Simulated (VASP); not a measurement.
# AlN (I4/mmm) in VASP: notebook

The runs below take AlN through single point, with PBE.

All numbers are computed with VASP 6.6.1; they aren't measurements. Logs are shortened: lines on timing, memory, paths and dates and some standing lists are left out, and cuts for length are marked.

### Step 1. The cell of the first run

The structure is tetragonal, space group I4/mmm (No. 139). Conventional cell: a = 2.855 Å, b = 2.855 Å, c = 3.876 Å, α = 90.00°, β = 90.00°, γ = 90.00°. Al (site symmetry 4/mmm) has 6 N at 1.94 to 2.02 Å within 2.6 Å. N (site symmetry 4/mmm) has 6 Al at 1.94 to 2.02 Å within 2.6 Å.

### Step 2. Single point, PBE (uniaxial x strain -4.0%)

Contents of INCAR:

```
  ALGO = Normal
  EDIFF = 1E-7
  ENCUT = 520
  GGA = PE
  ISIF = 2
  ISMEAR = 0
  LASPH = T
  LCHARG = T
  LELF = T
  LREAL = F
  LVHAR = T
  LWAVE = F
  NBANDS = 11
  NELM = 60
  PREC = Accurate
  SIGMA = 0.01
```

Contents of KPOINTS:

```
k-points
0
Gamma
  6 6 6
```

Contents of POSCAR:

```
AlN
1.0
    0.0000000000      2.0188684697      2.0188684697
    1.9381137309      0.0000000000      2.0188684697
    1.9381137309      2.0188684697      0.0000000000
Al N
1 1
Direct
    0.0000000000      0.0000000000      0.0000000000
    0.5000000000      0.5000000000      0.5000000000
```

Potentials or basis: VASP PAW PBE potentials, release 64 (Al, N).

Started as:

```sh
$ cat potpaw_PBE.64/Al/POTCAR potpaw_PBE.64/N/POTCAR > POTCAR
$ mpirun -np 1 vasp_std > vasp.out
```

OUTCAR:

```text
EDIFF = 1E-7
   ENCUT = 520
   GGA = PE
   ISIF = 2
   ISMEAR = 0
   LASPH = T
   LREAL = F
   NELM = 60
   PREC = Accurate

 ion  position               nearest neighbor table
   1  0.000  0.000  0.000-   2 1.94   2 1.94   2 2.02   2 2.02   2 2.02   2 2.02
   2  0.500  0.500  0.500-   1 1.94   1 1.94   1 2.02   1 2.02   1 2.02   1 2.02

  LATTYP: Found a body centered tetragonal cell.
 ALAT       =     2.8551111705
 C/A-ratio  =     1.3576450199

  Lattice vectors:

 A1 = (  -1.9381137309,   0.0000000000,  -2.0188684697)
 A2 = (  -1.9381137309,   0.0000000000,   2.0188684697)
 A3 = (   1.9381137309,   2.0188684697,   0.0000000000)

Analysis of symmetry for initial positions (statically):
=====================================================================
 Subroutine PRICEL returns:
 Original cell was already a primitive cell.

 Routine SETGRP: Setting up the symmetry group for a
 body centered tetragonal supercell.

 Subroutine GETGRP returns: Found 16 space group operations
 (whereof 16 operations were pure point group operations)
 out of a pool of 16 trial point group operations.

The static configuration has the point symmetry D_4h.

Analysis of symmetry for dynamics (positions and initial velocities):
=====================================================================
 Subroutine PRICEL returns:
 Original cell was already a primitive cell.

 Routine SETGRP: Setting up the symmetry group for a
 body centered tetragonal supercell.

 Subroutine GETGRP returns: Found 16 space group operations
 (whereof 16 operations were pure point group operations)
 out of a pool of 16 trial point group operations.

The dynamic configuration has the point symmetry D_4h.

 Subroutine INISYM returns: Found 16 space group operations
 (whereof 16 operations are pure point group operations),
 and found     1 'primitive' translations

----------------------------------------------------------------------------------------

                                     Primitive cell

  volume of cell :      15.7988

  direct lattice vectors                    reciprocal lattice vectors
     0.000000000  2.018868470  2.018868470    -0.257982796  0.247663485  0.247663485
     1.938113731  0.000000000  2.018868470     0.257982796 -0.247663485  0.247663485
     1.938113731  2.018868470  0.000000000     0.257982796  0.247663485 -0.247663485

  length of vectors
     2.855111170  2.798591562  2.798591562     0.435005203  0.435005203  0.435005203

  position of ions in fractional coordinates (direct lattice)
     0.000000000  0.000000000  0.000000000
[... 83 lines left out ...]
   NFREE  =      0    steps in history (QN), initial steepest desc. (CG)
   ISIF   =      2    stress and relaxation
   ISYM   =      2    0-nonsym 1-usesym 2-fastsym
   POTIM  = 0.5000    time-step for ionic-motion
   TEBEG  =    0.0;   TEEND  =   0.0 temperature during run
   PSTRESS=    0.0 pullay stress
   NELECT =       8.0000    total number of electrons
   NUPDOWN=      -1.0000    fix difference up-down
   EMIN   =  10.00;   EMAX   =-10.00  energy-range for DOS
   EFERMI =   0.00;   METHOD = LEGACY
   ISMEAR =     0;   SIGMA  =   0.01  broadening in eV -4-tet -1-fermi 0-gaus
   EFERMI_NEDOS =   21; number of points for ismear=-14 and -15
   IALGO  =     38    algorithm
   IMIX   =      4    mixing-type and parameters
     AMIX     =   0.40;   BMIX     =  1.00
     AMIX_MAG =   1.60;   BMIX_MAG =  1.00
  volume/ion in A,a.u.               =       7.90        53.31
  Fermi-wavevector in a.u.,A,eV,Ry     =   1.304857  2.465823 23.165999  1.702653
  Thomas-Fermi vector in A             =   2.435765
   LORBIT       =      0    0 simple, 1 ext, 2 COOP (PROOUT), +10 PAW based schemes
   GGA     = PE    functional components
   LHFCALC =     F    Hartree Fock is set to
   AEXX    =    0.0000 exact exchange contribution
   IVDW    =     0    specifies the selected vdW correction
   LEPSILON=     F    determine dielectric tensor
   LRPA    =     F    only Hartree local field effects (RPA)
 non-spin polarized calculation
 Gauss-broadening in eV      SIGMA  =   0.01
  energy-cutoff  :      520.00
  volume of cell :       15.80
 maximum number of plane-waves:       443
 NGX is ok and might be reduce to    24
   NGX = 11   NGY = 11   NGZ = 11

 number of electron       7.9999999 magnetization

 Free energy of the ion-electron system (eV)
  ---------------------------------------------------
  ext. energy  EPLUGINS =         0.00000000
  ---------------------------------------------------
  free energy    TOTEN  =       -14.46200671 eV

  energy without entropy =      -14.46200671  energy(sigma->0) =      -14.46200671

 E-fermi :  10.7055     XC(G=0): -12.4938

 val. band max:       10.6561729102   @ k =   0.0000   0.0000   0.0000
 cond. band min:      15.3710301641   @ k =   0.0000   0.5000   0.5000
 fundamental gap:      4.7148572540
 Fermi energy:        10.7054578320

 k-point     1 :       0.0000    0.0000    0.0000
  band No.  band energies     occupation
      1      -7.4131      2.00000
      2      10.3510      2.00000
      3      10.6562      2.00000
      4      10.6562      2.00000
      5      16.8647      0.00000
      6      22.7024      0.00000
      7      22.7024      0.00000
      8      23.2592      0.00000
      9      27.9899      0.00000
     10      28.1571      0.00000
     11      29.4228      0.00000
[... 309 lines left out ...]
 k-point    24 :       0.3333   -0.3333    0.1667
  band No.  band energies     occupation
      1      -3.1759      2.00000
      2       3.5015      2.00000
      3       5.6395      2.00000
      4       7.6022      2.00000
      5      19.2608      0.00000
      6      20.5812      0.00000
      7      22.6913      0.00000
      8      24.6074      0.00000
      9      29.3442      0.00000
     10      30.4490      0.00000
     11      35.4592      0.00000

 [... further k-points ...]
[... 5 lines left out ...]
  --------------------------------------------------------------------------------------
  -------------------------------------------------------------------------------------
  Total        2.9687672      1.3676614      1.3676614      0.0000000      0.0000000      0.0000000
  in kB      301.0658011    138.6959784    138.6959784      0.0000000      0.0000000      0.0000000
  external PRESSURE =     192.8192526 kB  Pullay stress =       0.0000000 kB

 VOLUME and BASIS-vectors are now :
 -----------------------------------------------------------------------------
  energy-cutoff  :      520.00
  volume of cell :       15.80
      direct lattice vectors                 reciprocal lattice vectors
     0.000000000  2.018868470  2.018868470    -0.257982796  0.247663485  0.247663485
     1.938113731  0.000000000  2.018868470     0.257982796 -0.247663485  0.247663485
     1.938113731  2.018868470  0.000000000     0.257982796  0.247663485 -0.247663485

 POSITION                                       TOTAL-FORCE (eV/Angst)
 -----------------------------------------------------------------------------------
      0.00000      0.00000      0.00000         0.000000      0.000000     -0.000000
      1.93811      2.01887      2.01887        -0.000000      0.000000      0.000000
 -----------------------------------------------------------------------------------
    total drift:                               -0.000000     -0.000000      0.000000

  FREE ENERGIE OF THE ION-ELECTRON SYSTEM (eV)
  ---------------------------------------------------
  free  energy   TOTEN  =       -14.4620067055 eV

  energy  without entropy=      -14.4620067055  energy(sigma->0) =      -14.46200671
```

OSZICAR:

```text
N       E                     dE             d eps       ncg     rms          rms(c)
DAV:   1     0.964756017729E+01    0.96476E+01   -0.40899E+03   676   0.632E+02
DAV:   2    -0.156192234087E+02   -0.25267E+02   -0.24262E+02   799   0.140E+02
DAV:   3    -0.162672791529E+02   -0.64806E+00   -0.64693E+00   820   0.204E+01
DAV:   4    -0.162695850188E+02   -0.23059E-02   -0.23056E-02   732   0.132E+00
DAV:   5    -0.162696037993E+02   -0.18781E-04   -0.18780E-04   801   0.109E-01    0.782E+00
DAV:   6    -0.144888156485E+02    0.17808E+01   -0.73237E+00   723   0.147E+01    0.282E+00
DAV:   7    -0.144675660461E+02    0.21250E-01   -0.21573E-01   720   0.330E+00    0.184E+00
DAV:   8    -0.144623276456E+02    0.52384E-02   -0.15424E-02   720   0.108E+00    0.354E-01
DAV:   9    -0.144619596269E+02    0.36802E-03   -0.14662E-03   768   0.236E-01    0.159E-01
DAV:  10    -0.144620136953E+02   -0.54068E-04   -0.14829E-04   750   0.874E-02    0.480E-02
DAV:  11    -0.144620068845E+02    0.68108E-05   -0.23910E-05   780   0.281E-02    0.684E-03
DAV:  12    -0.144620067339E+02    0.15052E-06   -0.65792E-07   747   0.700E-03    0.126E-03
DAV:  13    -0.144620067055E+02    0.28448E-07   -0.16068E-08   420   0.849E-04
   1 F= -.14462007E+02 E0= -.14462007E+02  d E =-.147531E-14
```

It took 7.7 s on 1 thread of AMD EPYC 7R43 (Zen 3), shared host; peak memory 0.1 GiB.

Results:

```yaml
Free_energy: -14.4620 eV
Pressure: 19.3 GPa
Band_gap_on_the_k_mesh: 4.71 eV, indirect (least direct gap 6.21 eV)
```

Stress tensor (GPa, compression positive):
```
30.11  0.00  0.00
 0.00 13.87  0.00
 0.00  0.00 13.87
```

Caveat: the k points lie up to 0.46 Å⁻¹ apart; the cell differs from its parent crystal (uniaxial x strain -4.0%). A k mesh can miss the band edges.

### Step 3. Single point, PBE (epitaxial xy strain +2.0%)

Contents of INCAR:

```
ALGO = Normal
EDIFF = 1E-6
ENCUT = 520
GGA = PE
ISIF = 2
ISMEAR = 0
LASPH = T
LCHARG = F
LREAL = F
LWAVE = F
NBANDS = 11
NELM = 80
PREC = Accurate
SIGMA = 0.01
```

KPOINTS is that of step 2.

Contents of POSCAR:

```
AlN
1.0
    0.0000000000      2.0592458391      1.9894038362
    2.0592458391      0.0000000000      1.9894038362
    2.0592458391      2.0592458391      0.0000000000
Al N
1 1
Direct
    0.0000000000      0.0000000000      0.0000000000
    0.5000000000      0.5000000000      0.5000000000
```

Potentials or basis: VASP PAW PBE potentials, release 64 (Al, N).

Started as:

```sh
$ cat potpaw_PBE.64/Al/POTCAR potpaw_PBE.64/N/POTCAR > POTCAR
$ mpirun -np 1 vasp_std > vasp.out
```

It took 6.9 s on 1 thread of AMD EPYC 7R43 (Zen 3), shared host; peak memory 0.1 GiB.

It converged, with:

```yaml
Free_energy: -14.5297 eV
Pressure: 0.1 GPa
Band_gap_on_the_k_mesh: 4.13 eV, indirect (least direct gap 5.28 eV)
```

Stress tensor (GPa, compression positive):
```
-2.97  0.00  0.00
 0.00 -2.97  0.00
 0.00  0.00  6.29
```

Levels at points of the mesh, in eV from the valence-band top:
```tsv
k point	band 2	band 3	band 4	band 5	band 6	band 7
(0.00, 0.00, 0.00)	-0.26	0.00	0.00	5.28	11.88	11.88
(0.50, 0.00, 0.00)	-8.26	-1.19	-1.07	5.88	10.37	11.20
(0.50, 0.50, 0.00)	-7.22	-3.00	-3.00	4.13	5.03	14.01
(0.50, 0.00, 0.50)	-7.38	-2.96	-2.52	4.44	5.37	13.56
```

Caveat: the k points lie up to 0.45 Å⁻¹ apart; the cell differs from its parent crystal (epitaxial xy strain +2.0%). A k mesh can miss the band edges.
